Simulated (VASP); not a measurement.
Input of a VASP 6.6.1 run:

Contents of INCAR:

```
SYSTEM = Ti
  PREC = Accurate
  ENCUT = 520
  EDIFF = 1E-6
  ISMEAR = -1
  SIGMA = 0.1
  LREAL = .False.
  LASPH = .True.
  NELM = 80
  ALGO = Normal
  ISIF = 2
  LWAVE = .False.
  LCHARG = .True.
  GGA = PE
  LELF = .True.
  LVHAR = .True.
  NBANDS = 19
```

Contents of KPOINTS:

```
regular mesh
0
Gamma
  14 14 14
  0 0 0
```

The input POSCAR:

```
Ti
1.0
    0.0000000000      2.1867740720      2.1867740720
    2.1867740720      0.0000000000      2.1867740720
    2.1867740720      2.1867740720      0.0000000000
Ti
2
Direct
   -0.1250000000     -0.1250000000     -0.1250000000
    0.1250000000      0.1250000000      0.1250000000
```

Potentials or basis: VASP PAW PBE potentials, release 64 (Ti_sv).

The run is started by

```console
$ cat potpaw_PBE.64/Ti_sv/POTCAR > POTCAR
$ mpirun -np 1 vasp_std > vasp.out
```

Predict the band gap on the k mesh.

zero (band 12 reaches 16.52 eV, above the bottom of band 13 at 13.79 eV).

Predict the pressure.

145.0 GPa.
